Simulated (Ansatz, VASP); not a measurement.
# Two plane-wave programs on SnO2

```
Sn O
1.0
     0.00000    2.57655    2.57655
     2.57655    0.00000    2.57655
     2.57655    2.57655    0.00000
Sn O
1 2
Direct
  0.00000 0.00000 0.00000
  0.25000 0.25000 0.25000
  0.75000 0.75000 0.75000
```

Change from the starting cell: species swapped into the K2Se type (Fm-3m, No. 225).

Alike in both runs: functional PBE; k mesh 4 × 4 × 4; occupations gaussian, width 0.15 eV; no spin polarisation.

Ansatz relaxed the structure, and its values are those at the end. VASP's run is a single point on that final structure, the one shown.

|  | VASP | Ansatz |
| --- | --- | --- |
| version | VASP 6.6.1 | Ansatz 0.2.0 |
| potentials or method | VASP PAW PBE potentials, release 64 (Sn_d, O), cutoff 600 eV | scalar-relativistic, plane waves, PAW |
| valence electrons in the cell | 26 | 26 |

|  | VASP | Ansatz | Ansatz less VASP |
| --- | --- | --- | --- |
| gap on the k mesh at the Fermi level (eV) | none | none | - |
| pressure (GPa) | 0.1 | -0.1 | -0.25 |

A gap of «none» marks a metal or a gap that the smearing closes. With one functional, cell and mesh, what is left measures potentials, basis and numerics.

The k mesh is coarse, so the values compare programs but aren't converged.
